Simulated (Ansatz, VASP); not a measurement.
# Tl in VASP and in Ansatz

```
Tl
1.0
     3.56651    0.00000    0.00000
    -1.78326    3.08869    0.00000
     0.00000    0.00000   11.44665
Tl
4
Direct
  0.00000 0.00000 0.00000
  0.00000 0.00000 0.50000
  0.33333 0.66667 0.25000
  0.66667 0.33333 0.75000
```

Alike in both runs: task single point; functional revPBE; k mesh 11 × 11 × 3; occupations fermi-dirac, width 0.1 eV; no spin polarisation.

|  | VASP | Ansatz |
| --- | --- | --- |
| version | VASP 6.6.1 | Ansatz 0.2.0 |
| potentials or method | VASP PAW PBE potentials, release 64 (Tl_d), cutoff 520 eV | plane waves (420 eV) with PAW, scalar-relativistic |
| valence electrons in the cell | 52 | 52 |

```csv
,VASP,Ansatz,Ansatz less VASP
pressure (GPa),0.9,1.0,+0.06
"traceless stress, the component that is largest in VASP (GPa)",0.08,0.08,+0.005
```

VASP's potentials were made for PBE, not for revPBE.

Neither program's run includes spin-orbit coupling.
